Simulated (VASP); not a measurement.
# B2AsH2 (P6/mmm) in VASP: notebook

The runs below take B2AsH2 through single point, relaxation of cell and atoms, with PBE.

Everything below comes from runs of VASP 6.6.1. Logs are shortened: lines on timing, memory, paths and dates and some standing lists are left out, and cuts for length are marked.

### 1 The cell of the first run

Symmetry: P6/mmm, No. 191, hexagonal system. The conventional cell has a = 3.790 Å, b = 3.790 Å, c = 7.403 Å, α = 90.00°, β = 90.00°, γ = 120.00°. Within 2.9 Å of B (site symmetry -6m2) lie 3 B at 2.19 Å and 3 As at 2.19 Å. H (site symmetry 6mm) has 1 H at 0.75 Å within 1.0 Å. Within 2.9 Å of As (site symmetry 6/mmm) lie 6 B at 2.19 Å.

The cell was generated, and may not be a known phase.

### 2 Single point, PBE

Input file INCAR:

```
SYSTEM = B2AsH2
PREC = Accurate
ENCUT = 560
EDIFF = 1E-6
ISMEAR = 0
SIGMA = 0.1
LREAL = .False.
LASPH = .True.
NELM = 120
ALGO = Normal
ISIF = 2
LWAVE = .False.
LCHARG = .True.
GGA = PE
LELF = .True.
LVHAR = .True.
NBANDS = 20
GGA_COMPAT = .False.
```

Input file KPOINTS:

```
Automatic mesh
0
Gamma
  6 6 4
  0 0 0
```

Input file POSCAR:

```
B2AsH2
1.0
    3.7896431266      0.0000000025      0.0000000000
   -1.8948215655      3.2819272177      0.0000000000
    0.0000000000      0.0000000000      7.4028785975
B H As
2 2 1
Direct
    0.3333333333      0.6666666667      0.5000000000
    0.6666666667      0.3333333333      0.5000000000
    0.0000000000      0.0000000000      0.0507043690
    0.0000000000      0.0000000000      0.9492956310
    0.0000000000      0.0000000000      0.5000000000
```

Potentials or basis: VASP PAW PBE potentials, release 64 (B, H, As_d).

The run is started by

```console
cat potpaw_PBE.64/B/POTCAR potpaw_PBE.64/H/POTCAR potpaw_PBE.64/As_d/POTCAR > POTCAR
mpirun -np 1 vasp_std > vasp.out
```

OUTCAR:

```text
SYSTEM = B2AsH2
   PREC = Accurate
   ENCUT = 560
   EDIFF = 1E-6
   ISMEAR = 0
   LREAL = .False.
   LASPH = .True.
   NELM = 120
   ISIF = 2
   GGA = PE

 ion  position               nearest neighbor table
   1  0.333  0.667  0.500-   5 2.19   5 2.19   5 2.19
   2  0.667  0.333  0.500-   5 2.19   5 2.19   5 2.19
   3  0.000  0.000  0.051-   4 0.75
   4  0.000  0.000  0.949-   3 0.75
   5  0.000  0.000  0.500-   1 2.19   2 2.19   2 2.19   1 2.19   2 2.19   1 2.19

  LATTYP: Found a hexagonal cell.
 ALAT       =     3.7896431266
 C/A-ratio  =     1.9534500612

  Lattice vectors:

 A1 = (   3.7896431266,   0.0000000025,   0.0000000000)
 A2 = (  -1.8948215655,   3.2819272177,   0.0000000000)
 A3 = (   0.0000000000,   0.0000000000,   7.4028785975)

Analysis of symmetry for initial positions (statically):
=====================================================================
 Subroutine PRICEL returns:
 Original cell was already a primitive cell.

 Routine SETGRP: Setting up the symmetry group for a
 hexagonal supercell.

 Subroutine GETGRP returns: Found 24 space group operations
 (whereof 24 operations were pure point group operations)
 out of a pool of 24 trial point group operations.

The static configuration has the point symmetry D_6h.

Analysis of symmetry for dynamics (positions and initial velocities):
=====================================================================
 Subroutine PRICEL returns:
 Original cell was already a primitive cell.

 Routine SETGRP: Setting up the symmetry group for a
 hexagonal supercell.

 Subroutine GETGRP returns: Found 24 space group operations
 (whereof 24 operations were pure point group operations)
 out of a pool of 24 trial point group operations.

The dynamic configuration has the point symmetry D_6h.

 Subroutine INISYM returns: Found 24 space group operations
 (whereof 24 operations are pure point group operations),
 and found     1 'primitive' translations

----------------------------------------------------------------------------------------

                                     Primitive cell

  volume of cell :      92.0721

  direct lattice vectors                    reciprocal lattice vectors
     3.789643127  0.000000003  0.000000000     0.263877090  0.152349509  0.000000000
    -1.894821566  3.281927218  0.000000000    -0.000000000  0.304699018  0.000000000
     0.000000000  0.000000000  7.402878597     0.000000000  0.000000000  0.135082588

  length of vectors
     3.789643127  3.789643127  7.402878597     0.304699018  0.304699018  0.135082588

  position of ions in fractional coordinates (direct lattice)
     0.333333333  0.666666667  0.500000000
     0.666666667  0.333333333  0.500000000
     0.000000000  0.000000000  0.050704369
     0.000000000  0.000000000  0.949295631
     0.000000000  0.000000000  0.500000000

  ion indices of the primitive-cell ions
   primitive index   ion index
                 1           1
                 2           2
                 3           3
                 4           4
                 5           5

----------------------------------------------------------------------------------------

 KPOINTS: Automatic mesh

Automatic generation of k-mesh.
 Grid dimensions read from file:
 generate k-points for:    6    6    4

 Generating k-lattice:

  Cartesian coordinates                     Fractional coordinates (reciprocal lattice)
     0.043979515  0.025391585  0.000000000     0.166666667  0.000000000  0.000000000
    -0.000000000  0.050783170  0.000000000     0.000000000  0.166666667  0.000000000
     0.000000000  0.000000000  0.033770647     0.000000000  0.000000000  0.250000000

  Length of vectors
     0.050783170  0.050783170  0.033770647

  Shift w.r.t. Gamma in fractional coordinates (k-lattice)
     0.000000000  0.000000000  0.000000000

 Subroutine IBZKPT returns following result:
 ===========================================

 Found     21 irreducible k-points:

 Following reciprocal coordinates:
            Coordinates               Weight
  0.000000  0.000000  0.000000      1.000000
  0.166667  0.000000  0.000000      6.000000
  0.333333  0.000000  0.000000      6.000000
  0.500000  0.000000  0.000000      3.000000
  0.166667  0.166667  0.000000      6.000000
  0.333333  0.166667  0.000000     12.000000
[... 13 lines left out ...]
  0.333333  0.166667  0.500000     12.000000
  0.333333  0.333333  0.500000      2.000000
   k-points           NKPTS =     21   k-points in BZ     NKDIM =     21   number of bands    NBANDS=     20
   number of dos      NEDOS =    301   number of ions     NIONS =      5
   total plane-waves  NPLWV =  54000
   dimension x,y,z NGX =    30 NGY =   30 NGZ =   60
   dimension x,y,z NGXF=    60 NGYF=   60 NGZF=  120
   ions per type =               2   2   1
   NGX,Y,Z   is equivalent  to a cutoff of  13.16, 13.16, 13.47 a.u.
   NGXF,Y,Z  is equivalent  to a cutoff of  26.32, 26.32, 26.95 a.u.
 SYSTEM =  B2AsH2
   PREC   = accura    normal or accurate (medium, high low for compatibility)
   ISTART =      0    job   : 0-new  1-cont  2-samecut
   ICHARG =      2    charge: 1-file 2-atom 10-const
   ISPIN  =      1    spin polarized calculation?
   LNONCOLLINEAR =      F non collinear calculations
   LSORBIT =      F    spin-orbit coupling
   LASPH  =      T    aspherical Exc in radial PAW
   ENCUT  =  560.0 eV  41.16 Ry    6.42 a.u.   7.31  7.31 14.28*2*pi/ulx,y,z
   NELM   =    120;   NELMIN=  2; NELMDL= -5     # of ELM steps
   EDIFF  = 0.1E-05   stopping-criterion for ELM
   LREAL  =      F    real-space projection
   EDIFFG = 0.1E-04   stopping-criterion for IOM
   NSW    =      0    number of steps for IOM
   IBRION =     -1    ionic relax: 0-MD 1-quasi-New 2-CG
   NFREE  =      0    steps in history (QN), initial steepest desc. (CG)
   ISIF   =      2    stress and relaxation
   ISYM   =      2    0-nonsym 1-usesym 2-fastsym
   POTIM  = 0.5000    time-step for ionic-motion
   TEBEG  =    0.0;   TEEND  =   0.0 temperature during run
   PSTRESS=    0.0 pullay stress
   NELECT =      23.0000    total number of electrons
   NUPDOWN=      -1.0000    fix difference up-down
   EMIN   =  10.00;   EMAX   =-10.00  energy-range for DOS
   EFERMI =   0.00;   METHOD = LEGACY
   ISMEAR =     0;   SIGMA  =   0.10  broadening in eV -4-tet -1-fermi 0-gaus
   EFERMI_NEDOS =   21; number of points for ismear=-14 and -15
   IALGO  =     38    algorithm
   IMIX   =      4    mixing-type and parameters
     AMIX     =   0.40;   BMIX     =  1.00
     AMIX_MAG =   1.60;   BMIX_MAG =  1.00
  volume/ion in A,a.u.               =      18.41       124.27
  Fermi-wavevector in a.u.,A,eV,Ry     =   1.031038  1.948380 14.463538  1.063040
  Thomas-Fermi vector in A             =   2.165167
   LORBIT       =      0    0 simple, 1 ext, 2 COOP (PROOUT), +10 PAW based schemes
   GGA     = PE    functional components
   LHFCALC =     F    Hartree Fock is set to
   AEXX    =    0.0000 exact exchange contribution
   IVDW    =     0    specifies the selected vdW correction
   LEPSILON=     F    determine dielectric tensor
   LRPA    =     F    only Hartree local field effects (RPA)
 non-spin polarized calculation
 Gauss-broadening in eV      SIGMA  =   0.10
  energy-cutoff  :      560.00
  volume of cell :       92.07
 maximum number of plane-waves:      2812
 NGX is ok and might be reduce to    30
   NGX = 15   NGY = 15   NGZ = 29

 number of electron      23.0000019 magnetization

 Free energy of the ion-electron system (eV)
  ---------------------------------------------------
  ext. energy  EPLUGINS =         0.00000000
  ---------------------------------------------------
  free energy    TOTEN  =       -19.31596125 eV

  energy without entropy =      -19.29619019  energy(sigma->0) =      -19.30607572

 E-fermi :  -0.4491     XC(G=0):  -6.9106

 val. band max:       -0.5714740035   @ k =   0.1667   0.0000   0.5000
 cond. band min:      -0.4094582115   @ k =   0.3333   0.3333   0.5000
 fundamental gap:      0.1620157920
 Fermi energy:        -0.4490664949

 k-point     1 :       0.0000    0.0000    0.0000
  band No.  band energies     occupation
      1     -36.4187      2.00000
      2     -36.4187      2.00000
      3     -36.4131      2.00000
      4     -36.3959      2.00000
      5     -36.3959      2.00000
      6     -14.9952      2.00000
[... 12 lines left out ...]
     19       9.0848      0.00000
     20      10.8832      0.00000

 k-point     2 :       0.1667    0.0000    0.0000
  band No.  band energies     occupation
      1     -36.4184      2.00000
      2     -36.4174      2.00000
      3     -36.4125      2.00000
      4     -36.3962      2.00000
      5     -36.3959      2.00000
      6     -14.6891      2.00000
[... 12 lines left out ...]
     19       8.4301      0.00000
     20       9.5506      0.00000

 k-point     3 :       0.3333    0.0000    0.0000
  band No.  band energies     occupation
      1     -36.4181      2.00000
      2     -36.4148      2.00000
      3     -36.4110      2.00000
      4     -36.3968      2.00000
      5     -36.3961      2.00000
      6     -13.8262      2.00000
[... 12 lines left out ...]
     19       7.4966      0.00000
     20       8.4556      0.00000

 k-point     4 :       0.5000    0.0000    0.0000
  band No.  band energies     occupation
      1     -36.4180      2.00000
      2     -36.4135      2.00000
      3     -36.4102      2.00000
      4     -36.3972      2.00000
      5     -36.3962      2.00000
      6     -13.0204      2.00000
[... 12 lines left out ...]
     19       7.3625      0.00000
     20       7.6677      0.00000

 k-point     5 :       0.1667    0.1667    0.0000
  band No.  band energies     occupation
      1     -36.4177      2.00000
      2     -36.4160      2.00000
      3     -36.4114      2.00000
      4     -36.3966      2.00000
      5     -36.3961      2.00000
      6     -14.0988      2.00000
[... 12 lines left out ...]
     19       7.9218      0.00000
     20       9.1241      0.00000

 k-point     6 :       0.3333    0.1667    0.0000
  band No.  band energies     occupation
      1     -36.4170      2.00000
      2     -36.4143      2.00000
      3     -36.4105      2.00000
      4     -36.3970      2.00000
      5     -36.3963      2.00000
      6     -13.1171      2.00000
[... 12 lines left out ...]
     19       7.3084      0.00000
     20       8.6319      0.00000

 k-point     7 :       0.3333    0.3333    0.0000
  band No.  band energies     occupation
      1     -36.4151      2.00000
      2     -36.4151      2.00000
      3     -36.4105      2.00000
      4     -36.3968      2.00000
      5     -36.3968      2.00000
      6     -12.6040      2.00000
[... 12 lines left out ...]
     19       7.9318      0.00000
     20       8.4386      0.00000
[... 208 lines left out ...]
 k-point    17 :       0.3333    0.0000    0.5000
  band No.  band energies     occupation
      1     -36.4181      2.00000
      2     -36.4148      2.00000
      3     -36.4110      2.00000
      4     -36.3968      2.00000
      5     -36.3961      2.00000
      6     -13.8254      2.00000
[... 12 lines left out ...]
     19       8.2352      0.00000
     20       8.6401      0.00000

 k-point    18 :       0.5000    0.0000    0.5000
  band No.  band energies     occupation
      1     -36.4180      2.00000
      2     -36.4135      2.00000
      3     -36.4102      2.00000
      4     -36.3972      2.00000
      5     -36.3962      2.00000
      6     -13.0195      2.00000
[... 12 lines left out ...]
     19       7.3661      0.00000
     20       7.5066      0.00000

 k-point    19 :       0.1667    0.1667    0.5000
  band No.  band energies     occupation
      1     -36.4177      2.00000
      2     -36.4160      2.00000
      3     -36.4114      2.00000
      4     -36.3966      2.00000
      5     -36.3961      2.00000
      6     -14.0981      2.00000
[... 12 lines left out ...]
     19       8.9927      0.00000
     20       9.1754      0.00000

 k-point    20 :       0.3333    0.1667    0.5000
  band No.  band energies     occupation
      1     -36.4170      2.00000
      2     -36.4143      2.00000
      3     -36.4105      2.00000
      4     -36.3970      2.00000
      5     -36.3963      2.00000
      6     -13.1162      2.00000
[... 12 lines left out ...]
     19       7.8758      0.00000
     20       7.9697      0.00000

 k-point    21 :       0.3333    0.3333    0.5000
  band No.  band energies     occupation
      1     -36.4151      2.00000
      2     -36.4151      2.00000
      3     -36.4105      2.00000
      4     -36.3968      2.00000
      5     -36.3968      2.00000
      6     -12.6030      2.00000
[... 12 lines left out ...]
     19       7.9319      0.00000
     20       8.3083      0.00000

------------------------ aborting loop because EDIFF is reached ----------------------------------------

  FORCE on cell =-STRESS in cart. coord.  units (eV):
  Direction    XX          YY          ZZ          XY          YZ          ZX
  --------------------------------------------------------------------------------------
  -------------------------------------------------------------------------------------
  Total       -0.0394440     -0.0394440      0.1348832      0.0000000      0.0000000      0.0000000
  in kB       -0.6863789     -0.6863789      2.3471478      0.0000000      0.0000000      0.0000000
  external PRESSURE =       0.3247967 kB  Pullay stress =       0.0000000 kB

 VOLUME and BASIS-vectors are now :
 -----------------------------------------------------------------------------
  energy-cutoff  :      560.00
  volume of cell :       92.07
      direct lattice vectors                 reciprocal lattice vectors
     3.789643127  0.000000003  0.000000000     0.263877090  0.152349509  0.000000000
    -1.894821566  3.281927218  0.000000000    -0.000000000  0.304699018  0.000000000
     0.000000000  0.000000000  7.402878597     0.000000000  0.000000000  0.135082588

 POSITION                                       TOTAL-FORCE (eV/Angst)
 -----------------------------------------------------------------------------------
     -0.00000      2.18795      3.70144         0.000000      0.000000      0.000000
      1.89482      1.09398      3.70144        -0.000000      0.000000      0.000000
      0.00000      0.00000      0.37536        -0.000000      0.000000     -0.005000
      0.00000      0.00000      7.02752        -0.000000     -0.000000      0.005000
      0.00000      0.00000      3.70144        -0.000000      0.000000      0.000000
 -----------------------------------------------------------------------------------
    total drift:                                0.000000      0.000000      0.000000

  FREE ENERGIE OF THE ION-ELECTRON SYSTEM (eV)
  ---------------------------------------------------
  free  energy   TOTEN  =       -19.3159612472 eV

  energy  without entropy=      -19.2961901922  energy(sigma->0) =      -19.30607572
```

It took 20 s on 1 thread of Intel Xeon 6975P-C (Granite Rapids), shared host; peak memory 0.23 GiB.

Results:

| Item | Value |
| --- | --- |
| Free energy | -19.3160 eV |
| Pressure | 0.0 GPa |
| Largest force | 0.005 eV/Å |
| Band gap on the k mesh | zero (an odd number of electrons rules out a gap without spin polarisation) |

Forces on the atoms (eV/Å):
```
B    0.000  0.000  0.000
B    0.000  0.000  0.000
H    0.000  0.000 -0.005
H    0.000  0.000  0.005
As   0.000  0.000  0.000
```

Stress tensor (GPa, compression positive):
```
-0.07  0.00  0.00
 0.00 -0.07  0.00
 0.00  0.00  0.23
```

Levels at points of the mesh, in eV from the Fermi level:
```tsv
k point	band 10	band 11	band 12	band 13	band 14	band 15
(0.00, 0.00, 0.00)	-3.05	-2.39	-2.39	-1.12	0.80	4.41
(0.50, 0.00, 0.00)	-3.29	-1.88	-0.92	3.09	4.98	5.17
(0.00, 0.00, 0.50)	-3.05	-2.39	-2.39	-1.12	0.80	3.06
(0.50, 0.00, 0.50)	-3.29	-1.74	-0.95	3.11	4.67	5.75
```

Caveat: this functional lacks dispersion, which binds layers or chains, so the pressure and a relaxed spacing across them are unreliable; an odd number of electrons without spin polarisation forces a metal; a magnetic or distorted state may lie lower.

### 3 Relaxation of cell and atoms, PBE

This run uses another cell than the first one, of 13.09 Å³/atom.

Input file INCAR:

```
  PREC = Accurate
  ENCUT = 560
  EDIFF = 1E-7
  ISMEAR = 0
  SIGMA = 0.1
  LREAL = False
  LASPH = True
  NELM = 120
  ALGO = Normal
  ISIF = 3
  LWAVE = False
  LCHARG = False
  GGA = PE
  IBRION = 2
  NSW = 90
  EDIFFG = -0.04
  GGA_COMPAT = False
  NELMIN = 4
```

Input file KPOINTS:

```
regular mesh
0
Gamma
  6 6 4
```

Input file POSCAR:

```
B2AsH2
1.0
    4.3704900700      0.0000000000      0.0000000000
   -2.1852450400      3.7849554300      0.0000000000
    0.0000000000      0.0000000000      3.9556981300
B H As
2 2 1
Direct
    0.3333333300      0.6666666700      0.5000000000
    0.6666666700      0.3333333300      0.5000000000
    0.0000000000      0.0000000000      0.1417889800
    0.0000000000      0.0000000000      0.8582110200
    0.0000000000      0.0000000000      0.5000000000
```

Potentials or basis: VASP PAW PBE potentials, release 64 (B, H, As_d).

The run is started by

```console
cat potpaw_PBE.64/B/POTCAR potpaw_PBE.64/H/POTCAR potpaw_PBE.64/As_d/POTCAR > POTCAR
mpirun -np 1 vasp_std > vasp.out
```

Wall time 3.7 min (1 thread of Intel Xeon Platinum 8124M at 3.00GHz (Skylake/Cascade Lake), shared host); peak memory 0.21 GiB.

It converged, with:

```
Free energy                           : -19.1067 eV
Relaxed volume                        : 15.46 Å³/atom
Relaxed cell                          : a = 3.781 Å, b = 3.781 Å, c = 6.243 Å, α = 90.00°, β = 90.00°, γ = 120.00°
Space group after relaxing (to 0.1 Å) : P6/mmm (No. 191)
Energy gained by relaxing             : 656.2 meV/atom
Ionic steps                           : 13
Pressure after relaxing               : 0.1 GPa
Band gap on the k mesh                : zero (an odd number of electrons rules out a gap without spin polarisation)
```

Stress tensor (GPa, compression positive):
```
 0.20  0.00  0.00
 0.00  0.20  0.00
 0.00  0.00 -0.25
```

Step by step:
```tsv
step	energy change (eV)	largest force (eV/Å)	pressure (GPa)	volume (Å³)
1	0.0000	3.7073	-3.43	65.44
2	-2.0011	0.4898	-2.76	62.26
3	-2.2988	3.7194	0.25	60.26
4	-2.5710	2.4506	7.77	57.68
5	-2.8482	0.7987	4.52	59.06
6	-2.9726	0.6333	4.21	61.54
7	-3.1714	1.4993	4.57	68.93
8	-3.2331	0.6212	3.24	71.26
9	-3.2655	0.5901	1.16	75.22
10	-3.2661	0.4546	1.42	74.72
11	-3.2755	0.3221	0.78	75.86
12	-3.2804	0.1220	-0.08	77.50
13	-3.2808	0.0017	0.05	77.29
```

Final structure:
```
CELL_PARAMETERS angstrom
3.78077 0.00000 0.00000
-1.89038 3.27424 0.00000
0.00000 0.00000 6.24329
ATOMIC_POSITIONS crystal
B 0.33333 0.66667 0.50000
B 0.66667 0.33333 0.50000
H 0.00000 0.00000 0.05987
H 0.00000 0.00000 0.94013
As 0.00000 0.00000 0.50000
```

Levels at points of the mesh, in eV from the Fermi level:
```
           k point  band 10  band 11  band 12  band 13  band 14  band 15
(0.00, 0.00, 0.00)    -3.05    -2.39    -2.39    -1.06     0.87     4.44
(0.50, 0.00, 0.00)    -3.25    -2.03    -0.88     3.08     4.95     5.38
(0.00, 0.00, 0.50)    -3.05    -2.39    -2.39    -1.08     0.87     3.60
(0.50, 0.00, 0.50)    -3.27    -1.38    -1.00     3.16     4.61     5.90
```

Caveat: the k points lie up to 0.32 Å⁻¹ apart in the final cell, too coarse for converged energies and pressures of a metal; the volume moved by over 15 % at a fixed basis, so the end points are rough; an odd number of electrons without spin polarisation forces a metal; a magnetic or distorted state may lie lower.

The gap in the log of VASP goes by the Fermi energy; the results here count the filled bands.